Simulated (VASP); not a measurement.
# AlN: relaxation of cell and atoms with PBEsol

AlN:

```
Al N
1.0
     0.00000    2.18884    2.18884
     2.18884    0.00000    2.18884
     2.18884    2.18884    0.00000
Al N
1 1
Direct
  0.00000 0.00000 0.00000
  0.75000 0.75000 0.75000
```

```json
{
 "Program": "VASP 6.6.1",
 "Task": "relaxation of cell and atoms",
 "Functional": "PBEsol",
 "Potentials or basis": "VASP PAW PBE potentials, release 64 (Al, N)",
 "Cutoff": "600 eV",
 "k mesh": "10 × 10 × 10",
 "Occupations": "gaussian, width 0.01 eV",
 "Spin": "no spin polarisation",
 "Target pressure": "25 GPa",
 "Dipole correction": "no",
 "Further INCAR settings": "ALGO = Normal; EDIFF = 1e-07; IBRION = 2; EDIFFG = -0.001; NSW = 80; ISIF = 3"
}
```

```json
{
 "Relaxed volume": "9.47 Å³/atom",
 "Relaxed cell": "a = 2.992 Å, b = 2.992 Å, c = 2.992 Å, α = 60.00°, β = 60.00°, γ = 60.00°",
 "Space group after relaxing (to 0.1 Å)": "F-43m (No. 216)",
 "Energy change on relaxing (the run minimises the enthalpy)": "+72.6 meV/atom",
 "Ionic steps": "7",
 "Pressure after relaxing": "25.0 GPa",
 "Band gap on the k mesh": "3.23 eV (least direct gap 5.00 eV)"
}
```

The path:
| step | energy change (eV) | largest force (eV/Å) | pressure (GPa) | volume (Å³) |
| --- | --- | --- | --- | --- |
| 1 | 0.0000 | 0.0000 | -0.15 | 20.97 |
| 2 | 0.9484 | 0.0000 | 80.97 | 16.36 |
| 3 | 0.1337 | 0.0000 | 23.85 | 19.01 |
| 4 | 0.1435 | 0.0000 | 24.85 | 18.95 |
| 5 | 0.1497 | 0.0000 | 25.46 | 18.91 |
| 6 | 0.1394 | 0.0000 | 24.43 | 18.97 |
| 7 | 0.1451 | 0.0000 | 25.01 | 18.94 |

Final structure:
```
Al N
1.0
     0.00000    2.11550    2.11550
     2.11550    0.00000    2.11550
     2.11550    2.11550    0.00000
Al N
1 1
Direct
  0.00000 0.00000 0.00000
  0.75000 0.75000 0.75000
```

Levels at points of the mesh, in eV from the valence-band top:
| k point | band 1 | band 2 | band 3 | band 4 | band 5 | band 6 | band 7 | band 8 |
| --- | --- | --- | --- | --- | --- | --- | --- | --- |
| (0.00, 0.00, 0.00) | -15.54 | 0.00 | 0.00 | 0.00 | 5.00 | 13.44 | 13.44 | 13.44 |
| (0.50, 0.00, 0.00) | -13.15 | -6.33 | -0.49 | -0.49 | 8.17 | 10.43 | 11.64 | 11.64 |
| (0.50, 0.50, 0.00) | -12.41 | -5.26 | -1.89 | -1.89 | 3.23 | 9.06 | 15.24 | 16.83 |

It took 79 s on 1 thread of Intel Xeon 8259CL (shared host), peak memory 0.16 GiB.

Caveat: the cell is relaxed towards a set pressure, so the run minimises the enthalpy, not the energy; the PAW data sets were made with another functional, which shifts forces and pressure a little. A k mesh can miss the band edges.
